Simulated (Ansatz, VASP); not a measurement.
# One calculation of Co, two programs

```xyz
2
Lattice="2.4274 0.0000 0.0000 -1.2137 2.1022 0.0000 0.0000 0.0000 3.9230" Properties=species:S:1:pos:R:3 pbc="T T T"
Co    0.0000    1.4014    0.9808
Co    1.2137    0.7007    2.9423
```

Alike in both runs: task single point; functional LDA; k mesh 12 × 12 × 7; occupations fermi-dirac, width 0.05 eV; collinear spin.

|  | VASP | Ansatz |
| --- | --- | --- |
| version | VASP 6.6.1 | Ansatz 0.2.0 |
| potentials or method | VASP PAW LDA potentials, release 64 (Co_sv), cutoff 600 eV | plane waves (420 eV) with PAW, scalar-relativistic |
| valence electrons in the cell | 34 | 34 |

Ansatz gave:

```
pressure (GPa)                                                : -0.4
traceless stress, the component that is largest in VASP (GPa) : -0.39
net moment per atom (μB)                                      : 1.49
size of the moment on the site where the two differ most (μB) : 1.54
```

**Question.** Estimate VASP's values.

**Answer.** Pressure (GPa): -4.1; traceless stress, the component that is largest in VASP (GPa): -0.43; net moment per atom (μB): 1.48; size of the moment on the site where the two differ most (μB): 1.51.

Ansatz warns that its potentials were made for another functional, while VASP's fit it. LDA's correlation is that of Perdew and Zunger in VASP and of Perdew and Wang (1992) in Ansatz. Site moments also hang on the region over which each program counts them.
